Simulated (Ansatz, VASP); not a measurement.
# SrP3Rh2: VASP beside Ansatz

```
Sr P Rh
1.0
     5.68859    0.00000    0.00000
    -2.84430    4.92647    0.00000
     0.00000    0.00000    3.72513
Sr P Rh
1 3 2
Direct
  0.00000 0.00000 0.00000
  0.50000 0.00000 0.50000
  0.50000 0.50000 0.50000
  0.00000 0.50000 0.50000
  0.33333 0.66667 0.00000
  0.66667 0.33333 0.00000
```

Change from the starting cell: species swapped into the TbB2Ru3 type (P6/mmm, No. 191).

Alike in both runs: task single point; functional PBE; k mesh 6 × 6 × 6; occupations gaussian, width 0.1 eV; collinear spin.

|  | VASP | Ansatz |
| --- | --- | --- |
| version | VASP 6.6.1 | Ansatz 0.2.0 |
| potentials or method | VASP PAW PBE potentials, release 64 (Sr_sv, P, Rh_pv), cutoff 520 eV | scalar-relativistic, plane waves, PAW |
| valence electrons in the cell | 55 | 59 |

VASP gave:

| Quantity | Value |
| --- | --- |
| gap on the k mesh at the Fermi level (eV) | none |
| pressure (GPa) | 0.0 |
| traceless stress, the component that is largest in VASP (GPa) | 0.06 |
| net moment per atom (μB) | 0.00 |

Task: What did Ansatz give for the same quantities?

Result: gap on the k mesh at the Fermi level (eV): none; pressure (GPa): 0.0; traceless stress, the component that is largest in VASP (GPa): 0.12; net moment per atom (μB): 0.00.

A gap of «none» marks a metal or a gap that the smearing closes. VASP's potentials hold 55 valence electrons a cell and Ansatz's 59, so a difference there can come from the potentials and not from the codes. Ansatz's warnings: seeded moment not kept.
